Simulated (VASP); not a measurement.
Write the native input for VASP 6.6.1 that does the following.

- Task: single point
- Functional: r2SCAN
- Potentials or basis: VASP PAW PBE potentials, release 64 (P)
- Cutoff: 520 eV
- k mesh: 8 × 1 × 6
- Occupations: gaussian, width 0.05 eV
- Spin: no spin polarisation
- Dipole correction: no
- Further INCAR settings: ALGO = Normal; EDIFF = 1e-06; NBANDS = 18

System: P, a slab with vacuum.

```
P
1.0
     3.28373    0.00000    0.00000
     0.00000   34.85703    0.00000
     0.00000    0.00000    4.81737
P
4
Direct
  0.00000 0.97026 0.59215
  0.00000 0.02974 0.40785
  0.50000 0.02974 0.09215
  0.50000 0.97026 0.90785
```

This cell differs from its parent crystal: strain +0.0400 x Voigt [0, 0, 1, 0, 0, 0].

One way to write it, as run:

POSCAR

```
P
1.0
    3.2837277200      0.0000000000      0.0000000000
    0.0000000000     34.8570309900      0.0000000000
    0.0000000000      0.0000000000      4.8173680984
P
4
Direct
    0.0000000000      0.9702614300      0.5921507200
    0.0000000000      0.0297385700      0.4078492800
    0.5000000000      0.0297385700      0.0921507200
    0.5000000000      0.9702614300      0.9078492800
```

INCAR.step1

```
SYSTEM = P
PREC     = Accurate       ! precision mode
ENCUT    = 520            ! plane-wave cutoff, eV
ISMEAR   = 0              ! smearing method
SIGMA    = 0.05           ! smearing width, eV
LREAL    = .False.        ! projectors in reciprocal space
LASPH    = .True.         ! aspherical terms in the spheres
NELM     = 80             ! most SCF steps
NBANDS   = 18             ! bands
GGA      = PE             ! functional
ALGO     = Normal         ! electronic algorithm
EDIFF    = 1E-4           ! SCF threshold, eV
LWAVE    = .True.         ! write WAVECAR
LCHARG   = .False.        ! write CHGCAR
```

INCAR.step2

```
SYSTEM = P
PREC     = Accurate       ! precision mode
ENCUT    = 520            ! plane-wave cutoff, eV
EDIFF    = 1E-6           ! SCF threshold, eV
ISMEAR   = 0              ! smearing method
SIGMA    = 0.05           ! smearing width, eV
LREAL    = .False.        ! projectors in reciprocal space
LASPH    = .True.         ! aspherical terms in the spheres
NELM     = 80             ! most SCF steps
ALGO     = Normal         ! electronic algorithm
ISIF     = 2              ! what is computed and relaxed
LWAVE    = .False.        ! write WAVECAR
LCHARG   = .False.        ! write CHGCAR
METAGGA  = R2SCAN         ! meta-GGA
LMIXTAU  = .True.       
NBANDS   = 18             ! bands
ISTART   = 1
```

KPOINTS

```
regular mesh
0
Gamma
  8 1 6
  0 0 0
```

Potentials or basis: VASP PAW PBE potentials, release 64 (P).

The run is started by

```bash
$ cat potpaw_PBE.64/P/POTCAR > POTCAR
$ cp INCAR.step1 INCAR
$ mpirun -np 1 vasp_std > vasp.out
$ cp INCAR.step2 INCAR
$ mpirun -np 1 vasp_std > vasp.out
```

It gave:

```json
{"Largest force": "0.571 eV/Å", "Band gap on the k mesh": "1.38 eV"}
```

Caveat: the cell differs from its parent crystal (strain +0.0400 x Voigt [0, 0, 1, 0, 0, 0]); the PAW data sets were made with another functional, which shifts forces and pressure a little.

Wall time 46 min on 1 thread of Intel Xeon 8259CL, on a shared host, peak memory 0.67 GiB.
